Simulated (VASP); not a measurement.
Here is a VASP 6.6.1 calculation.

File POSCAR:

```
N
1.0
    9.0000000000      0.0000000000      0.0000000000
    0.0000000000      9.5000000000      0.0000000000
    0.0000000000      0.0000000000     10.0000000000
N
2
Direct
    0.5000000000      0.5000000000      0.4445000000
    0.5000000000      0.5000000000      0.5555000000
```

File INCAR.step1:

```
SYSTEM = N
PREC     = Accurate       ! precision mode
ENCUT    = 520            ! plane-wave cutoff, eV
ISMEAR   = -1             ! smearing method
SIGMA    = 0.02           ! smearing width, eV
LREAL    = .False.        ! projectors in reciprocal space
LASPH    = .True.         ! aspherical terms in the spheres
NELM     = 80             ! most SCF steps
GGA      = PE             ! functional
ALGO     = Normal         ! electronic algorithm
EDIFF    = 1E-4           ! SCF threshold, eV
LWAVE    = .True.         ! write WAVECAR
LCHARG   = .False.        ! write CHGCAR
```

File INCAR.step2:

```
SYSTEM = N
PREC     = Accurate       ! precision mode
ENCUT    = 520            ! plane-wave cutoff, eV
EDIFF    = 1E-6           ! SCF threshold, eV
ISMEAR   = -1             ! smearing method
SIGMA    = 0.02           ! smearing width, eV
LREAL    = .False.        ! projectors in reciprocal space
LASPH    = .True.         ! aspherical terms in the spheres
NELM     = 80             ! most SCF steps
ALGO     = Normal         ! electronic algorithm
ISIF     = 2              ! what is computed and relaxed
LWAVE    = .False.        ! write WAVECAR
LCHARG   = .False.        ! write CHGCAR
METAGGA  = R2SCAN         ! meta-GGA
LMIXTAU  = .True.       
IBRION   = 2              ! ionic algorithm
NSW      = 60             ! ionic steps
EDIFFG   = -0.01          ! ionic threshold
ISTART   = 1
```

KPOINTS

```
regular mesh
0
Gamma
  1 1 1
  0 0 0
```

Potentials or basis: VASP PAW PBE potentials, release 64 (N).

The run is started by

```sh
$ cat potpaw_PBE.64/N/POTCAR > POTCAR
$ cp INCAR.step1 INCAR
$ mpirun -np 1 vasp_gam > vasp.out
$ cp INCAR.step2 INCAR
$ mpirun -np 1 vasp_gam > vasp.out
```

(1) Predict the energy gained by relaxing.

(2) Estimate the gap between the frontier levels.

Answers

(1) 0.5 meV/atom.

(2) 8.91 eV.

Caveat: the standard files for N, O and F lose accuracy on very short bonds.
